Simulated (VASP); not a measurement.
# Cu in VASP: single point with PBEsol

Aim: the single point of Cu with PBEsol.

Everything below comes from runs of VASP 6.6.1. Logs are shortened: lines on timing, memory, paths and dates and some standing lists are left out, and cuts for length are marked.

### Step 1. The cell of the first run

The typed cell holds 1 atom: a = 2.449 Å, b = 2.449 Å, c = 2.828 Å, α = 54.73°, β = 54.73°, γ = 70.53°.

This isn't the form of Cu at room conditions, which is fcc.

### Step 2. Single point, PBEsol

INCAR

```
ALGO     = Fast           # electronic algorithm
EDIFF    = 1E-6           # SCF threshold, eV
ENCUT    = 520            # plane-wave cutoff, eV
GGA      = PS             # functional
ISIF     = 2              # what is computed and relaxed
ISMEAR   = 0              # smearing method
LASPH    = T              # aspherical terms in the spheres
LCHARG   = F              # write CHGCAR
LREAL    = F              # projectors in reciprocal space
LWAVE    = F              # write WAVECAR
NBANDS   = 12             # bands
NELM     = 100            # most SCF steps
PREC     = Accurate       # precision mode
SIGMA    = 0.15           # smearing width, eV
```

KPOINTS

```
k-points
0
Gamma
  32 32 32
```

POSCAR

```
Cu
1.0
    0.0000000000      1.9999756051      1.4139827528
    1.9999756051      0.0000000000      1.4139827528
    1.9999756051      1.9999756051      0.0000000000
Cu
1
Direct
    0.0000000000      0.0000000000      0.0000000000
```

Potentials or basis: VASP PAW PBE potentials, release 64 (Cu).

On the command line:

```bash
cat potpaw_PBE.64/Cu/POTCAR > POTCAR
mpirun -np 1 vasp_std > vasp.out
```

OUTCAR:

```text
EDIFF = 1E-6
   ENCUT = 520
   GGA = PS
   ISIF = 2
   ISMEAR = 0
   LASPH = T
   LREAL = F
   NELM = 100
   PREC = Accurate

 ion  position               nearest neighbor table
   1  0.000  0.000  0.000-

  LATTYP: Found a body centered tetragonal cell.
 ALAT       =     2.8283926251
 C/A-ratio  =     0.9998489886

  Lattice vectors:

 A1 = (   0.0000000000,  -1.9999756051,  -1.4139827528)
 A2 = (   0.0000000000,   1.9999756051,  -1.4139827528)
 A3 = (   1.9999756051,   0.0000000000,   1.4139827528)

Analysis of symmetry for initial positions (statically):
=====================================================================
 Subroutine PRICEL returns:
 Original cell was already a primitive cell.

 Routine SETGRP: Setting up the symmetry group for a
 body centered tetragonal supercell.

 Subroutine GETGRP returns: Found 16 space group operations
 (whereof 16 operations were pure point group operations)
 out of a pool of 16 trial point group operations.

The static configuration has the point symmetry D_4h.

Analysis of symmetry for dynamics (positions and initial velocities):
=====================================================================
 Subroutine PRICEL returns:
 Original cell was already a primitive cell.

 Routine SETGRP: Setting up the symmetry group for a
 body centered tetragonal supercell.

 Subroutine GETGRP returns: Found 16 space group operations
 (whereof 16 operations were pure point group operations)
 out of a pool of 16 trial point group operations.

The dynamic configuration has the point symmetry D_4h.

 Subroutine INISYM returns: Found 16 space group operations
 (whereof 16 operations are pure point group operations),
 and found     1 'primitive' translations

----------------------------------------------------------------------------------------

                                     Primitive cell

  volume of cell :      11.3116

  direct lattice vectors                    reciprocal lattice vectors
     0.000000000  1.999975605  1.413982753    -0.250003049  0.250003049  0.353611102
     1.999975605  0.000000000  1.413982753     0.250003049 -0.250003049  0.353611102
     1.999975605  1.999975605  0.000000000     0.250003049  0.250003049 -0.353611102

  length of vectors
     2.449336573  2.449336573  2.828392625     0.500043859  0.500043859  0.500043859

  position of ions in fractional coordinates (direct lattice)
     0.000000000  0.000000000  0.000000000

  ion indices of the primitive-cell ions
   primitive index   ion index
                 1           1

[... 81 lines left out ...]
   PSTRESS=    0.0 pullay stress
   NELECT =      11.0000    total number of electrons
   NUPDOWN=      -1.0000    fix difference up-down
   EMIN   =  10.00;   EMAX   =-10.00  energy-range for DOS
   EFERMI =   0.00;   METHOD = LEGACY
   ISMEAR =     0;   SIGMA  =   0.15  broadening in eV -4-tet -1-fermi 0-gaus
   EFERMI_NEDOS =   21; number of points for ismear=-14 and -15
   IALGO  =     68    algorithm
   IMIX   =      4    mixing-type and parameters
     AMIX     =   0.40;   BMIX     =  1.00
     AMIX_MAG =   1.60;   BMIX_MAG =  1.00
  volume/ion in A,a.u.               =      11.31        76.33
  Fermi-wavevector in a.u.,A,eV,Ry     =   1.621927  3.064997 35.792115  2.630646
  Thomas-Fermi vector in A             =   2.715623
   LORBIT       =      0    0 simple, 1 ext, 2 COOP (PROOUT), +10 PAW based schemes
   GGA     = PS    functional components
   LHFCALC =     F    Hartree Fock is set to
   AEXX    =    0.0000 exact exchange contribution
   IVDW    =     0    specifies the selected vdW correction
   LEPSILON=     F    determine dielectric tensor
   LRPA    =     F    only Hartree local field effects (RPA)
 non-spin polarized calculation
 RMM-DIIS sequential band-by-band and
 Gauss-broadening in eV      SIGMA  =   0.15
  energy-cutoff  :      520.00
  volume of cell :       11.31
 maximum number of plane-waves:       321
   NGX =  9   NGY =  9   NGZ = 11

 number of electron      10.9999999 magnetization

 Free energy of the ion-electron system (eV)
  ---------------------------------------------------
  ext. energy  EPLUGINS =         0.00000000
  ---------------------------------------------------
  free energy    TOTEN  =        -4.27172148 eV

  energy without entropy =       -4.26774650  energy(sigma->0) =       -4.26973399

 E-fermi :   7.9416     XC(G=0): -13.1631

 val. band max:        7.9389777525   @ k =   0.4688   0.1875   0.1250
 cond. band min:       7.9447293079   @ k =   0.5000   0.0625   0.3750
 fundamental gap:      0.0057515554
 Fermi energy:         7.9415608933

 k-point     1 :       0.0000    0.0000    0.0000
  band No.  band energies     occupation
      1      -1.7719      2.00000
      2       4.7012      2.00000
      3       4.7018      2.00000
      4       4.7018      2.00000
      5       5.7902      2.00000
      6       5.7908      2.00000
      7      33.4084      0.00000
      8      33.4084      0.00000
      9      33.4118      0.00000
     10      37.3688      0.00000
     11      37.5537      0.00000
     12      37.5599      0.00000
[... 331 lines left out ...]
 k-point    24 :       0.2188    0.0312    0.0000
  band No.  band energies     occupation
      1       0.0707      2.00000
      2       4.4012      2.00000
      3       4.6347      2.00000
      4       5.3818      2.00000
      5       5.5830      2.00000
      6       5.8508      2.00000
      7      23.5295      0.00000
      8      29.1427      0.00000
      9      29.6732      0.00000
     10      31.9985      0.00000
     11      33.7692      0.00000
     12      36.5122      0.00000

 [... further k-points ...]

------------------------ aborting loop because EDIFF is reached ----------------------------------------

  FORCE on cell =-STRESS in cart. coord.  units (eV):
  Direction    XX          YY          ZZ          XY          YZ          ZX
  --------------------------------------------------------------------------------------
  -------------------------------------------------------------------------------------
  Total        0.1133848      0.1133848      0.1129538      0.0000000     -0.0000000      0.0000000
  in kB       16.0598676     16.0598676     15.9988189      0.0000000     -0.0000000      0.0000000
  external PRESSURE =      16.0395180 kB  Pullay stress =       0.0000000 kB

 VOLUME and BASIS-vectors are now :
 -----------------------------------------------------------------------------
  energy-cutoff  :      520.00
  volume of cell :       11.31
      direct lattice vectors                 reciprocal lattice vectors
     0.000000000  1.999975605  1.413982753    -0.250003049  0.250003049  0.353611102
     1.999975605  0.000000000  1.413982753     0.250003049 -0.250003049  0.353611102
     1.999975605  1.999975605  0.000000000     0.250003049  0.250003049 -0.353611102

 POSITION                                       TOTAL-FORCE (eV/Angst)
 -----------------------------------------------------------------------------------
      0.00000      0.00000      0.00000         0.000000      0.000000     -0.000000
 -----------------------------------------------------------------------------------
    total drift:                               -0.000000      0.000000      0.000000

  FREE ENERGIE OF THE ION-ELECTRON SYSTEM (eV)
  ---------------------------------------------------
  free  energy   TOTEN  =        -4.2717214765 eV

  energy  without entropy=       -4.2677465048  energy(sigma->0) =       -4.26973399
```

OSZICAR:

```text
N       E                     dE             d eps       ncg     rms          rms(c)
DAV:   1     0.413478009572E+02    0.41348E+02   -0.53813E+03 64168   0.155E+03
DAV:   2    -0.407833116836E+01   -0.45426E+02   -0.41954E+02 59160   0.205E+02
DAV:   3    -0.535331341544E+01   -0.12750E+01   -0.12670E+01 66544   0.392E+01
DAV:   4    -0.536078847223E+01   -0.74751E-02   -0.74740E-02 64596   0.266E+00
DAV:   5    -0.536085710447E+01   -0.68632E-04   -0.68632E-04 66820   0.258E-01    0.831E+00
RMM:   6    -0.464253509316E+01    0.71832E+00   -0.34509E+00 72048   0.344E+01    0.449E+00
RMM:   7    -0.428952966555E+01    0.35301E+00   -0.47149E-01 71389   0.123E+01    0.109E+00
RMM:   8    -0.427399005476E+01    0.15540E-01   -0.16908E-02 73871   0.130E+00    0.361E-01
RMM:   9    -0.427163866036E+01    0.23514E-02   -0.44609E-03 74512   0.127E+00    0.236E-02
RMM:  10    -0.427171242728E+01   -0.73767E-04   -0.53373E-04 75412   0.301E-01    0.101E-02
RMM:  11    -0.427171978387E+01   -0.73566E-05   -0.78933E-05 78560   0.121E-01    0.124E-02
RMM:  12    -0.427172119706E+01   -0.14132E-05   -0.19563E-05 78460   0.545E-02    0.412E-03
RMM:  13    -0.427172147648E+01   -0.27942E-06   -0.33917E-06 58645   0.191E-02
   1 F= -.42717215E+01 E0= -.42697340E+01  d E =-.397497E-02
```

It took 3.6 min on 1 thread of Intel Xeon Platinum 8488C (Sapphire Rapids), shared host; peak memory 0.41 GiB.

Results:

- Free energy: -4.2717 eV
- Pressure: 1.6 GPa
- Band gap on the k mesh: zero (an odd number of electrons rules out a gap without spin polarisation)

Levels at points of the mesh, in eV from the Fermi level:
```
           k point  band 4  band 5  band 6  band 7  band 8  band 9
(0.00, 0.00, 0.00)   -3.24   -2.15   -2.15   25.47   25.47   25.47
(0.50, 0.00, 0.00)   -2.03   -1.37   -0.73    4.57   17.83   18.04
(0.50, 0.50, 0.00)   -1.55   -1.55    8.35    8.35    8.35   13.92
(0.50, 0.00, 0.50)   -2.03   -1.37   -0.73    4.57   17.83   18.04
```

Caveat: the PAW data sets were made with another functional, which shifts forces and pressure a little.
